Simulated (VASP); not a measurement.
A run of VASP 6.6.1:

File INCAR:

```
SYSTEM = BeS
ALGO = Normal
EDIFF = 1E-7
EDIFFG = -0.005
ENCUT = 600
GGA = PS
IBRION = 2
ISIF = 3
ISMEAR = -1
LASPH = .TRUE.
LCHARG = .FALSE.
LREAL = .FALSE.
LWAVE = .FALSE.
NELM = 80
NSW = 80
PREC = Accurate
SIGMA = 0.02
```

KPOINTS

```
k-points
0
G
  8 8 8
  0 0 0
```

File POSCAR:

```
BeS
1.0
    0.0000000000      2.4379189248      2.4379189248
    2.4379189248      0.0000000000      2.4379189248
    2.4379189248      2.4379189248      0.0000000000
Be S
1 1
Direct
    0.0000000000      0.0000000000      0.0000000000
    0.2500000000      0.2500000000      0.2500000000
```

Potentials or basis: VASP PAW PBE potentials, release 64 (Be, S).

Run with:

```sh
$ cat potpaw_PBE.64/Be/POTCAR potpaw_PBE.64/S/POTCAR > POTCAR
$ mpirun -np 1 vasp_std > vasp.out
```

Hardware: 1 thread of Intel Xeon 8259CL (shared host).

Task: Estimate the wall time of this run.

Result: Run time: 28 s on 1 thread of Intel Xeon 8259CL, with other jobs on the host, peak memory 0.15 GiB. Counts: scf iterations 27, k points 29, ion steps 3.
